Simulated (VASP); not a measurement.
# Ag in VASP: single point with r2SCAN

Aim: the single point of Ag with r2SCAN.

Everything below comes from runs of VASP 6.6.1. Logs are shortened: lines on timing, memory, paths and dates and some standing lists are left out, and cuts for length are marked.

### Step 1. The cell of the first run

The cell holds a slab with vacuum, 4 atoms: a = 2.904 Å, b = 2.904 Å, c = 24.122 Å, α = 90.00°, β = 90.00°, γ = 120.00°.

### Step 2. Single point, r2SCAN

Contents of POSCAR:

```
Ag
1.0
    2.9036957654      0.0000000000      0.0000000000
   -1.4518478827      2.5146742977      0.0000000000
    0.0000000000      0.0000000000     24.1217694930
Ag
4
Direct
    0.6666666667      0.3333333333      0.3523787922
    0.3333333333      0.6666666667      0.4507929307
    0.6666666667      0.3333333333      0.5478416783
    0.3333333333      0.6666666667      0.6454510946
```

Contents of INCAR.step1:

```
SYSTEM = Ag
PREC     = Accurate       ! precision mode
ENCUT    = 520            ! plane-wave cutoff, eV
ISMEAR   = 0              ! smearing method
SIGMA    = 0.1            ! smearing width, eV
LREAL    = .FALSE.        ! projectors in reciprocal space
LASPH    = .TRUE.         ! aspherical terms in the spheres
NELM     = 60             ! most SCF steps
LDIPOL   = .TRUE.       
IDIPOL   = 3            
DIPOL    = 0.5 0.5 0.499
NBANDS   = 30             ! bands
GGA      = PE             ! functional
ALGO     = Normal         ! electronic algorithm
EDIFF    = 1E-4           ! SCF threshold, eV
LWAVE    = .TRUE.         ! write WAVECAR
LCHARG   = .FALSE.        ! write CHGCAR
```

Contents of INCAR.step2:

```
SYSTEM = Ag
PREC     = Accurate       ! precision mode
ENCUT    = 520            ! plane-wave cutoff, eV
EDIFF    = 1E-6           ! SCF threshold, eV
ISMEAR   = 0              ! smearing method
SIGMA    = 0.1            ! smearing width, eV
LREAL    = .FALSE.        ! projectors in reciprocal space
LASPH    = .TRUE.         ! aspherical terms in the spheres
NELM     = 60             ! most SCF steps
ALGO     = Normal         ! electronic algorithm
ISIF     = 2              ! what is computed and relaxed
LWAVE    = .FALSE.        ! write WAVECAR
LCHARG   = .FALSE.        ! write CHGCAR
LDIPOL   = .TRUE.       
IDIPOL   = 3            
DIPOL    = 0.5 0.5 0.499
METAGGA  = R2SCAN         ! meta-GGA
LMIXTAU  = .TRUE.       
NBANDS   = 30             ! bands
ISTART   = 1
```

Contents of KPOINTS:

```
regular mesh
0
G
  12 12 1
  0 0 0
```

Potentials or basis: VASP PAW PBE potentials, release 64 (Ag).

The run is started by

```console
cat potpaw_PBE.64/Ag/POTCAR > POTCAR
cp INCAR.step1 INCAR
mpirun -np 1 vasp_std > vasp.out
cp INCAR.step2 INCAR
mpirun -np 1 vasp_std > vasp.out
```

OUTCAR:

```text
SYSTEM = Ag
   PREC = Accurate
   ENCUT = 520
   EDIFF = 1E-6
   ISMEAR = 0
   LREAL = .FALSE.
   LASPH = .TRUE.
   NELM = 60
   ISIF = 2
   METAGGA = R2SCAN
   ISTART = 1

 ion  position               nearest neighbor table
   1  0.667  0.333  0.352-   2 2.91   2 2.91   2 2.91
   2  0.333  0.667  0.451-   3 2.88   3 2.88   3 2.88   1 2.91   1 2.91   1 2.91
   3  0.667  0.333  0.548-   2 2.88   2 2.88   2 2.88   4 2.89   4 2.89   4 2.89
   4  0.333  0.667  0.645-   3 2.89   3 2.89   3 2.89

  LATTYP: Found a hexagonal cell.
 ALAT       =     2.9036957654
 C/A-ratio  =     8.3072647556

  Lattice vectors:

 A1 = (   2.9036957654,   0.0000000000,   0.0000000000)
 A2 = (  -1.4518478827,   2.5146742977,   0.0000000000)
 A3 = (   0.0000000000,   0.0000000000,  24.1217694930)

Analysis of symmetry for initial positions (statically):
=====================================================================
 Subroutine PRICEL returns:
 Original cell was already a primitive cell.

 Routine SETGRP: Setting up the symmetry group for a
 hexagonal supercell.

 Subroutine GETGRP returns: Found  6 space group operations
 (whereof  6 operations were pure point group operations)
 out of a pool of 24 trial point group operations.

The static configuration has the point symmetry C_3v.

Analysis of symmetry for dynamics (positions and initial velocities):
=====================================================================
 Subroutine PRICEL returns:
 Original cell was already a primitive cell.

 Routine SETGRP: Setting up the symmetry group for a
 hexagonal supercell.

 Subroutine GETGRP returns: Found  6 space group operations
 (whereof  6 operations were pure point group operations)
 out of a pool of 24 trial point group operations.

The dynamic configuration has the point symmetry C_3v.

 Subroutine INISYM returns: Found  6 space group operations
 (whereof  6 operations are pure point group operations),
 and found     1 'primitive' translations

----------------------------------------------------------------------------------------

                                     Primitive cell

  volume of cell :     176.1335

  direct lattice vectors                    reciprocal lattice vectors
     2.903695765  0.000000000  0.000000000     0.344388697  0.198832907  0.000000000
[... 89 lines left out ...]
   NFREE  =      0    steps in history (QN), initial steepest desc. (CG)
   ISIF   =      2    stress and relaxation
   ISYM   =      2    0-nonsym 1-usesym 2-fastsym
   POTIM  = 0.5000    time-step for ionic-motion
   TEBEG  =    0.0;   TEEND  =   0.0 temperature during run
   PSTRESS=    0.0 pullay stress
   NELECT =      44.0000    total number of electrons
   NUPDOWN=      -1.0000    fix difference up-down
   EMIN   =  10.00;   EMAX   =-10.00  energy-range for DOS
   EFERMI =   0.00;   METHOD = LEGACY
   ISMEAR =     0;   SIGMA  =   0.10  broadening in eV -4-tet -1-fermi 0-gaus
   EFERMI_NEDOS =   21; number of points for ismear=-14 and -15
   IALGO  =     38    algorithm
   IMIX   =      4    mixing-type and parameters
     AMIX     =   0.40;   BMIX     =  1.00
     AMIX_MAG =   1.60;   BMIX_MAG =  1.00
  volume/ion in A,a.u.               =      44.03       297.15
  Fermi-wavevector in a.u.,A,eV,Ry     =   1.031047  1.948396 14.463776  1.063058
  Thomas-Fermi vector in A             =   2.165175
   LORBIT       =      0    0 simple, 1 ext, 2 COOP (PROOUT), +10 PAW based schemes
   METAGGA = R2SCAN    functional components
   LHFCALC =     F    Hartree Fock is set to
   AEXX    =    0.0000 exact exchange contribution
   IVDW    =     0    specifies the selected vdW correction
   LEPSILON=     F    determine dielectric tensor
   LRPA    =     F    only Hartree local field effects (RPA)
 non-spin polarized calculation
 Gauss-broadening in eV      SIGMA  =   0.10
  energy-cutoff  :      520.00
  volume of cell :      176.13
 maximum number of plane-waves:      4817
 NGX is ok and might be reduce to    24
   NGX = 11   NGY = 11   NGZ = 89

 dipolmoment           0.000000      0.000000      0.007369 electrons x Angstroem

 number of electron      44.0000004 magnetization

 dipolmoment           0.000000      0.000000     -0.000329 electrons x Angstroem

 Free energy of the ion-electron system (eV)
  ---------------------------------------------------
  ext. energy  EPLUGINS =         0.00000000
  ---------------------------------------------------
  free energy    TOTEN  =       -84.60142687 eV

  energy without entropy =      -84.59616801  energy(sigma->0) =      -84.59879744

 E-fermi :   0.5547     XC(G=0):  -5.6690

 val. band max:        0.5063421016   @ k =   0.1667   0.0000   0.0000
 cond. band min:       0.8414111250   @ k =   0.5000   0.0000   0.0000
 fundamental gap:      0.3350690234
 Fermi energy:         0.5546877651

 k-point     1 :       0.0000    0.0000    0.0000
  band No.  band energies     occupation
      1      -6.9256      2.00000
      2      -6.0826      2.00000
      3      -5.9084      2.00000
      4      -5.7381      2.00000
      5      -4.5124      2.00000
      6      -4.4828      2.00000
[... 616 lines left out ...]
     29       7.0135      0.00000
     30       8.6957      0.00000

------------------------ aborting loop because EDIFF is reached ----------------------------------------

 vacuum level on the upper side and lower side of the slab       (xc-potential included)         0.013         0.021

  FORCE on cell =-STRESS in cart. coord.  units (eV):
  Direction    XX          YY          ZZ          XY          YZ          ZX
  --------------------------------------------------------------------------------------
  -------------------------------------------------------------------------------------
  Total       -0.9654397     -0.9654397     -0.0860672      0.0000000     -0.0000000      0.0000000
  in kB       -8.7820062     -8.7820062     -0.7829001      0.0000000     -0.0000000      0.0000000
  external PRESSURE =      -6.1156375 kB  Pullay stress =       0.0000000 kB

 VOLUME and BASIS-vectors are now :
 -----------------------------------------------------------------------------
  energy-cutoff  :      520.00
  volume of cell :      176.13
      direct lattice vectors                 reciprocal lattice vectors
     2.903695765  0.000000000  0.000000000     0.344388697  0.198832907  0.000000000
    -1.451847883  2.514674298  0.000000000     0.000000000  0.397665813  0.000000000
     0.000000000  0.000000000 24.121769493     0.000000000  0.000000000  0.041456328

 POSITION                                       TOTAL-FORCE (eV/Angst)
 -----------------------------------------------------------------------------------
      1.45185      0.83822      8.50000        -0.000000      0.000000      0.047265
     -0.00000      1.67645     10.87392         0.000000     -0.000000     -0.058605
      1.45185      0.83822     13.21491        -0.000000      0.000000      0.005919
     -0.00000      1.67645     15.56942        -0.000000      0.000000      0.005421
 -----------------------------------------------------------------------------------
    total drift:                                0.000001     -0.000001     -0.001746

  FREE ENERGIE OF THE ION-ELECTRON SYSTEM (eV)
  ---------------------------------------------------
  free  energy   TOTEN  =       -84.6014268651 eV

  energy  without entropy=      -84.5961680109  energy(sigma->0) =      -84.59879744

 vacuum level on the upper side and lower side of the slab         5.018         5.028
```

OUTCAR.step1:

```text
SYSTEM = Ag
   PREC = Accurate
   ENCUT = 520
   ISMEAR = 0
   LREAL = .FALSE.
   LASPH = .TRUE.
   NELM = 60
   GGA = PE
[... 854 lines left out ...]
      1.45185      0.83822     13.21491        -0.000000      0.000000      0.005422
     -0.00000      1.67645     15.56942        -0.000000      0.000000      0.147964
 -----------------------------------------------------------------------------------
    total drift:                               -0.000000     -0.000000     -0.010894

  FREE ENERGIE OF THE ION-ELECTRON SYSTEM (eV)
  ---------------------------------------------------
  free  energy   TOTEN  =       -10.1883121231 eV

  energy  without entropy=      -10.1831693990  energy(sigma->0) =      -10.18574076

 vacuum level on the upper side and lower side of the slab         5.040         5.037
```

Run time: 7.3 min. Hardware: 1 thread of Intel Xeon Platinum 8488C (Sapphire Rapids), shared host; peak memory 0.37 GiB.

Results:

```
Free energy            : -84.6014 eV
Largest force          : 0.059 eV/Å
Band gap on the k mesh : zero (bands 22 and 23 overlap by 6.90 eV)
```

Forces on the atoms (eV/Å):
```
Ag   0.000  0.000  0.047
Ag   0.000  0.000 -0.059
Ag   0.000  0.000  0.006
Ag   0.000  0.000  0.005
```

Caveat: the PAW data sets were made with another functional, which shifts forces and pressure a little.
